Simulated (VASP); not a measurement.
# Si2Mo (P2_1/m) in VASP: single point with PBEsol

Aim: the single point of Si2Mo with PBEsol.

Everything below comes from runs of VASP 6.6.1. Logs are shortened: lines on timing, memory, paths and dates and some standing lists are left out, and cuts for length are marked.

### Step 1. The cell of the first run

Symmetry: P2_1/m, No. 11, monoclinic system. Conventional cell: a = 3.190 Å, b = 3.190 Å, c = 15.672 Å, α = 90.00°, β = 93.50°, γ = 90.00°. Within 2.9 Å of Si (site symmetry m) lie 3 Si at 2.17 to 2.58 Å and 5 Mo at 2.60 to 2.79 Å. Si (site symmetry m) has 9 Si at 2.58 to 3.19 Å and 5 Mo at 2.60 to 2.62 Å within 3.4 Å. Within 3.4 Å of Si (site symmetry m) lie 9 Si at 2.58 to 3.19 Å and 5 Mo at 2.60 to 2.62 Å. Si (site symmetry m) has 9 Si at 2.58 to 3.19 Å and 5 Mo at 2.60 to 2.62 Å within 3.4 Å. Mo (site symmetry m) has 10 Si at 2.60 to 2.62 Å and 4 Mo at 3.19 Å within 3.4 Å. Mo (site symmetry m) has 11 Si at 2.60 to 3.44 Å and 4 Mo at 3.19 Å within 3.5 Å.

### Step 2. Single point, PBEsol (the part above a cut slid along it)

File INCAR:

```
SYSTEM = Si2Mo
PREC = Accurate ; ENCUT = 520
EDIFF = 1E-6 ; ISMEAR = 0
SIGMA = 0.15 ; LREAL = .False.
LASPH = .True. ; NELM = 60
ALGO = Fast ; ISIF = 2
LWAVE = .False. ; LCHARG = .True.
GGA = PS ; LELF = .True.
LVHAR = .True. ; NBANDS = 56
```

File KPOINTS:

```
Automatic mesh
0
Gamma
  15 15 3
  0 0 0
```

File POSCAR:

```
Si2Mo
1.0
   -3.1900701689      0.0000000000      0.0000000000
    0.0000000000     -3.1900701689      0.0000000000
   -0.9570210507      0.0000000000     15.6427680287
Si Mo
8 4
Direct
   -0.0127589497      0.0000000000      0.0425298324
    0.2622410503      0.5000000000      0.7925298324
   -0.1627589497      0.0000000000      0.5425298324
    0.4122410503      0.5000000000      0.2925298324
   -0.0622410503      0.0000000000      0.2074701676
    0.2127589497      0.5000000000      0.9574701676
   -0.2122410503      0.0000000000      0.7074701676
    0.3627589497      0.5000000000      0.4574701676
    0.3125000000      0.5000000000      0.6250000000
    0.8875000000      1.0000000000      0.3750000000
    0.4625000000      0.5000000000      0.1250000000
    0.7375000000      1.0000000000      0.8750000000
```

Potentials or basis: VASP PAW PBE potentials, release 64 (Si, Mo_sv).

Launch:

```console
$ cat potpaw_PBE.64/Si/POTCAR potpaw_PBE.64/Mo_sv/POTCAR > POTCAR
$ mpirun -np 1 vasp_std > vasp.out
```

OUTCAR:

```text
SYSTEM = Si2Mo
   PREC = Accurate
   ENCUT = 520
   EDIFF = 1E-6
   ISMEAR = 0
   LREAL = .False.
   LASPH = .True.
   NELM = 60
   ISIF = 2
   GGA = PS

 ion  position               nearest neighbor table
   1  0.987  0.000  0.043-   6 2.17   6 2.17   5 2.58  11 2.60  11 2.60  11 2.60  11 2.60  12 2.79

   2  0.262  0.500  0.793-   6 2.58  12 2.60  12 2.60  12 2.60  12 2.60   7 2.62   7 2.62   7 2.62
                             7 2.62   9 2.62
   3  0.837  0.000  0.543-   7 2.58   9 2.60   9 2.60   9 2.60   9 2.60   8 2.62   8 2.62   8 2.62
                             8 2.62  10 2.62
   4  0.412  0.500  0.293-   8 2.58  10 2.60  10 2.60  10 2.60  10 2.60   5 2.62   5 2.62   5 2.62
                             5 2.62  11 2.62
   5  0.938  0.000  0.207-   1 2.58  11 2.60  11 2.60  11 2.60  11 2.60   4 2.62   4 2.62   4 2.62
                             4 2.62  10 2.62
   6  0.213  0.500  0.957-   1 2.17   1 2.17   2 2.58  12 2.60  12 2.60  12 2.60  12 2.60  11 2.79

   7  0.788  0.000  0.707-   3 2.58   9 2.60   9 2.60   9 2.60   9 2.60   2 2.62   2 2.62   2 2.62
                             2 2.62  12 2.62
   8  0.363  0.500  0.457-   4 2.58  10 2.60  10 2.60  10 2.60  10 2.60   3 2.62   3 2.62   3 2.62
                             3 2.62   9 2.62
   9  0.312  0.500  0.625-   3 2.60   7 2.60   3 2.60   7 2.60   3 2.60   3 2.60   7 2.60   7 2.60
                             2 2.62   8 2.62
  10  0.888  0.000  0.375-   8 2.60   8 2.60   4 2.60   4 2.60   4 2.60   4 2.60   8 2.60   8 2.60
                             5 2.62   3 2.62
  11  0.462  0.500  0.125-   1 2.60   5 2.60   1 2.60   5 2.60   1 2.60   1 2.60   5 2.60   5 2.60
                             4 2.62   6 2.79
  12  0.737  0.000  0.875-   2 2.60   2 2.60   6 2.60   6 2.60   6 2.60   6 2.60   2 2.60   2 2.60
                             7 2.62   1 2.79

  LATTYP: Found a simple monoclinic cell.
 ALAT       =     3.1900701689
 B/A-ratio  =     1.0000000000
 C/A-ratio  =     4.9127495707
 COS(beta)  =    -0.0610656000

  Lattice vectors:

 A1 = (  -3.1900701689,   0.0000000000,   0.0000000000)
 A2 = (   0.0000000000,   3.1900701689,   0.0000000000)
 A3 = (   0.9570210507,   0.0000000000, -15.6427680287)

Analysis of symmetry for initial positions (statically):
=====================================================================
 Subroutine PRICEL returns:
 Original cell was already a primitive cell.

 Routine SETGRP: Setting up the symmetry group for a
 simple monoclinic supercell.

 Subroutine GETGRP returns: Found  4 space group operations
 (whereof  2 operations were pure point group operations)
 out of a pool of  4 trial point group operations.

The static configuration has the point symmetry C_1h.
 The point group associated with its full space group is C_2h.

Analysis of symmetry for dynamics (positions and initial velocities):
=====================================================================
 Subroutine PRICEL returns:
 Original cell was already a primitive cell.

 Routine SETGRP: Setting up the symmetry group for a
 simple monoclinic supercell.

 Subroutine GETGRP returns: Found  4 space group operations
 (whereof  2 operations were pure point group operations)
 out of a pool of  4 trial point group operations.

The dynamic configuration has the point symmetry C_1h.
 The point group associated with its full space group is C_2h.

 Subroutine INISYM returns: Found  4 space group operations
 (whereof  2 operations are pure point group operations),
 and found     1 'primitive' translations

----------------------------------------------------------------------------------------

                                     Primitive cell

  volume of cell :     159.1894

  direct lattice vectors                    reciprocal lattice vectors
    -3.190070169  0.000000000  0.000000000    -0.313472729  0.000000000 -0.019178191
     0.000000000 -3.190070169  0.000000000     0.000000000 -0.313472729  0.000000000
    -0.957021051  0.000000000 15.642768029     0.000000000  0.000000000  0.063927305

  length of vectors
     3.190070169  3.190070169 15.672015853     0.314058839  0.313472729  0.063927305

  position of ions in fractional coordinates (direct lattice)
     0.987241050  0.000000000  0.042529832
     0.262241050  0.500000000  0.792529832
     0.837241050  0.000000000  0.542529832
     0.412241050  0.500000000  0.292529832
     0.937758950  0.000000000  0.207470168
     0.212758950  0.500000000  0.957470168
     0.787758950  0.000000000  0.707470168
     0.362758950  0.500000000  0.457470168
     0.312500000  0.500000000  0.625000000
     0.887500000  0.000000000  0.375000000
     0.462500000  0.500000000  0.125000000
     0.737500000  0.000000000  0.875000000

  ion indices of the primitive-cell ions
   primitive index   ion index
                 1           1
                 2           2
                 3           3
                 4           4
                 5           5
                 6           6
                 7           7
                 8           8
                 9           9
                10          10
                11          11
                12          12

----------------------------------------------------------------------------------------

 KPOINTS: Automatic mesh

Automatic generation of k-mesh.
 Grid dimensions read from file:
 generate k-points for:   15   15    3

 Generating k-lattice:

  Cartesian coordinates                     Fractional coordinates (reciprocal lattice)
    -0.020898182  0.000000000 -0.001278546     0.066666667  0.000000000  0.000000000
     0.000000000 -0.020898182  0.000000000     0.000000000  0.066666667  0.000000000
     0.000000000  0.000000000  0.021309102     0.000000000  0.000000000  0.333333333

  Length of vectors
     0.020937256  0.020898182  0.021309102

  Shift w.r.t. Gamma in fractional coordinates (k-lattice)
     0.000000000  0.000000000  0.000000000

 Subroutine IBZKPT returns following result:
 ===========================================

 Found    184 irreducible k-points:

 Following reciprocal coordinates:
            Coordinates               Weight
  0.000000  0.000000  0.000000      1.000000
  0.066667  0.000000  0.000000      2.000000
  0.133333  0.000000  0.000000      2.000000
  0.200000  0.000000  0.000000      2.000000
  0.266667  0.000000  0.000000      2.000000
  0.333333  0.000000  0.000000      2.000000
[... 16 lines left out ...]
  0.400000  0.133333  0.000000      4.000000
  0.466667  0.133333  0.000000      4.000000
 [... further k-points ...]
   k-points           NKPTS =    184   k-points in BZ     NKDIM =    184   number of bands    NBANDS=     56
   number of dos      NEDOS =    301   number of ions     NIONS =     12
   total plane-waves  NPLWV =  69120
   dimension x,y,z NGX =    24 NGY =   24 NGZ =  120
   dimension x,y,z NGXF=    48 NGYF=   48 NGZF=  240
   ions per type =               8   4
   NGX,Y,Z   is equivalent  to a cutoff of  12.51, 12.51, 12.73 a.u.
   NGXF,Y,Z  is equivalent  to a cutoff of  25.01, 25.01, 25.46 a.u.
 SYSTEM =  Si2Mo
   PREC   = accura    normal or accurate (medium, high low for compatibility)
   ISTART =      0    job   : 0-new  1-cont  2-samecut
   ICHARG =      2    charge: 1-file 2-atom 10-const
   ISPIN  =      1    spin polarized calculation?
   LNONCOLLINEAR =      F non collinear calculations
   LSORBIT =      F    spin-orbit coupling
   LASPH  =      T    aspherical Exc in radial PAW
   ENCUT  =  520.0 eV  38.22 Ry    6.18 a.u.   5.93  5.93 29.14*2*pi/ulx,y,z
   NELM   =     60;   NELMIN=  2; NELMDL= -5     # of ELM steps
   EDIFF  = 0.1E-05   stopping-criterion for ELM
   LREAL  =      F    real-space projection
   EDIFFG = 0.1E-04   stopping-criterion for IOM
   NSW    =      0    number of steps for IOM
   IBRION =     -1    ionic relax: 0-MD 1-quasi-New 2-CG
   NFREE  =      0    steps in history (QN), initial steepest desc. (CG)
   ISIF   =      2    stress and relaxation
   ISYM   =      2    0-nonsym 1-usesym 2-fastsym
   POTIM  = 0.5000    time-step for ionic-motion
   TEBEG  =    0.0;   TEEND  =   0.0 temperature during run
   PSTRESS=    0.0 pullay stress
   NELECT =      88.0000    total number of electrons
   NUPDOWN=      -1.0000    fix difference up-down
   EMIN   =  10.00;   EMAX   =-10.00  energy-range for DOS
   EFERMI =   0.00;   METHOD = LEGACY
   ISMEAR =     0;   SIGMA  =   0.15  broadening in eV -4-tet -1-fermi 0-gaus
   EFERMI_NEDOS =   21; number of points for ismear=-14 and -15
   IALGO  =     68    algorithm
   IMIX   =      4    mixing-type and parameters
     AMIX     =   0.40;   BMIX     =  1.00
     AMIX_MAG =   1.60;   BMIX_MAG =  1.00
  volume/ion in A,a.u.               =      13.27        89.52
  Fermi-wavevector in a.u.,A,eV,Ry     =   1.343583  2.539003 24.561429  1.805214
  Thomas-Fermi vector in A             =   2.471645
   LORBIT       =      0    0 simple, 1 ext, 2 COOP (PROOUT), +10 PAW based schemes
   GGA     = PS    functional components
   LHFCALC =     F    Hartree Fock is set to
   AEXX    =    0.0000 exact exchange contribution
   IVDW    =     0    specifies the selected vdW correction
   LEPSILON=     F    determine dielectric tensor
   LRPA    =     F    only Hartree local field effects (RPA)
 non-spin polarized calculation
 RMM-DIIS sequential band-by-band and
 Gauss-broadening in eV      SIGMA  =   0.15
  energy-cutoff  :      520.00
  volume of cell :      159.19
 maximum number of plane-waves:      4329
   NGX = 11   NGY = 11   NGZ = 59

 number of electron      88.0000005 magnetization

 Free energy of the ion-electron system (eV)
  ---------------------------------------------------
  ext. energy  EPLUGINS =         0.00000000
  ---------------------------------------------------
  free energy    TOTEN  =       -98.26900943 eV

  energy without entropy =      -98.25109612  energy(sigma->0) =      -98.26005277

 E-fermi :  12.2545     XC(G=0): -12.5520

 val. band max:       12.2530670607   @ k =   0.1333   0.1333   0.0000
 cond. band min:      12.2549545229   @ k =  -0.1333   0.0667   0.3333
 fundamental gap:      0.0018874622
 Fermi energy:        12.2544561868

 k-point     1 :       0.0000    0.0000    0.0000
  band No.  band energies     occupation
      1     -48.2926      2.00000
      2     -48.2923      2.00000
      3     -48.2763      2.00000
      4     -48.2759      2.00000
      5     -22.5182      2.00000
      6     -22.5077      2.00000
[... 48 lines left out ...]
     55      15.8858      0.00000
     56      16.0757      0.00000

 k-point     2 :       0.0667    0.0000    0.0000
  band No.  band energies     occupation
      1     -48.2918      2.00000
      2     -48.2914      2.00000
      3     -48.2754      2.00000
      4     -48.2751      2.00000
      5     -22.5189      2.00000
      6     -22.5091      2.00000
[... 48 lines left out ...]
     55      15.7014      0.00000
     56      16.2410      0.00000

 k-point     3 :       0.1333    0.0000    0.0000
  band No.  band energies     occupation
      1     -48.2894      2.00000
      2     -48.2891      2.00000
      3     -48.2730      2.00000
      4     -48.2728      2.00000
      5     -22.5231      2.00000
      6     -22.5152      2.00000
[... 1172 lines left out ...]
 k-point    23 :       0.4000    0.1333    0.0000
  band No.  band energies     occupation
      1     -48.2719      2.00000
      2     -48.2717      2.00000
      3     -48.2555      2.00000
      4     -48.2554      2.00000
      5     -22.6381      2.00000
      6     -22.6352      2.00000
[... 48 lines left out ...]
     55      15.9686      0.00000
     56      16.2093      0.00000

 k-point    24 :       0.4667    0.1333    0.0000
  band No.  band energies     occupation
      1     -48.2703      2.00000
      2     -48.2701      2.00000
      3     -48.2538      2.00000
      4     -48.2538      2.00000
      5     -22.6581      2.00000
      6     -22.6550      2.00000
[... 48 lines left out ...]
     55      15.9014      0.00000
     56      16.0645      0.00000

 [... further k-points ...]

------------------------ aborting loop because EDIFF is reached ----------------------------------------

  FORCE on cell =-STRESS in cart. coord.  units (eV):
  Direction    XX          YY          ZZ          XY          YZ          ZX
  --------------------------------------------------------------------------------------
  -------------------------------------------------------------------------------------
  Total        0.6956171      6.4540004      4.9424752      0.0000000      0.0000000      7.5966029
  in kB        7.0011074     64.9569301     49.7440348      0.0000000      0.0000000     76.4567672
  external PRESSURE =      40.5673574 kB  Pullay stress =       0.0000000 kB

 VOLUME and BASIS-vectors are now :
 -----------------------------------------------------------------------------
  energy-cutoff  :      520.00
  volume of cell :      159.19
      direct lattice vectors                 reciprocal lattice vectors
    -3.190070169  0.000000000  0.000000000    -0.313472729  0.000000000 -0.019178191
     0.000000000 -3.190070169  0.000000000     0.000000000 -0.313472729  0.000000000
    -0.957021051  0.000000000 15.642768029     0.000000000  0.000000000  0.063927305

 POSITION                                       TOTAL-FORCE (eV/Angst)
 -----------------------------------------------------------------------------------
     -3.19007      0.00000      0.66528         1.903769      0.000000      3.084863
     -1.59504     -1.59504     12.39736         0.024845      0.000000     -0.016911
     -3.19007      0.00000      8.48667         0.007140      0.000000     -0.031895
     -1.59504     -1.59504      4.57598        -0.005506      0.000000     -0.183083
     -3.19007      0.00000      3.24541        -0.024845      0.000000      0.016911
     -1.59504     -1.59504     14.97748        -1.903769      0.000000     -3.084863
     -3.19007      0.00000     11.06679         0.005506      0.000000      0.183083
     -1.59504     -1.59504      7.15610        -0.007140      0.000000      0.031895
     -1.59504     -1.59504      9.77673         0.040722      0.000000      0.001839
     -3.19007      0.00000      5.86604        -0.040722      0.000000     -0.001839
     -1.59504     -1.59504      1.95535         1.468914      0.000000      0.334833
     -3.19007      0.00000     13.68742        -1.468914      0.000000     -0.334833
 -----------------------------------------------------------------------------------
    total drift:                               -0.000004     -0.000000     -0.000010

  FREE ENERGIE OF THE ION-ELECTRON SYSTEM (eV)
  ---------------------------------------------------
  free  energy   TOTEN  =       -98.2690094298 eV

  energy  without entropy=      -98.2510961189  energy(sigma->0) =      -98.26005277
```

Run time: 55 min. Hardware: 1 thread of Oxide Virtual Turin-like, shared host; peak memory 1 GiB.

What came out:

- Free energy: -98.2690 eV
- Pressure: 4.1 GPa
- Largest force: 3.625 eV/Å
- Band gap on the k mesh: zero (bands 44 and 45 overlap by 0.74 eV)

Forces on the atoms (eV/Å):
```
Si   1.904  0.000  3.085
Si   0.025  0.000 -0.017
Si   0.007  0.000 -0.032
Si  -0.006  0.000 -0.183
Si  -0.025  0.000  0.017
Si  -1.904  0.000 -3.085
Si   0.006  0.000  0.183
Si  -0.007  0.000  0.032
Mo   0.041  0.000  0.002
Mo  -0.041  0.000 -0.002
Mo   1.469  0.000  0.335
Mo  -1.469  0.000 -0.335
```

Stress tensor (GPa, compression positive):
```
0.70 0.00 7.65
0.00 6.50 0.00
7.65 0.00 4.97
```

Levels at points of the mesh, in eV from the Fermi level:
```csv
k point,band 41,band 42,band 43,band 44,band 45,band 46,band 47,band 48
"(0.00, 0.00, 0.00)",-0.51,0.16,0.47,0.48,0.55,0.57,0.80,1.53
```

Caveat: the cell differs from its parent crystal (the part above a cut slid along it); the stress differs along the axes, from 1 to 6 GPa; the PAW data sets were made with another functional, which shifts forces and pressure a little.
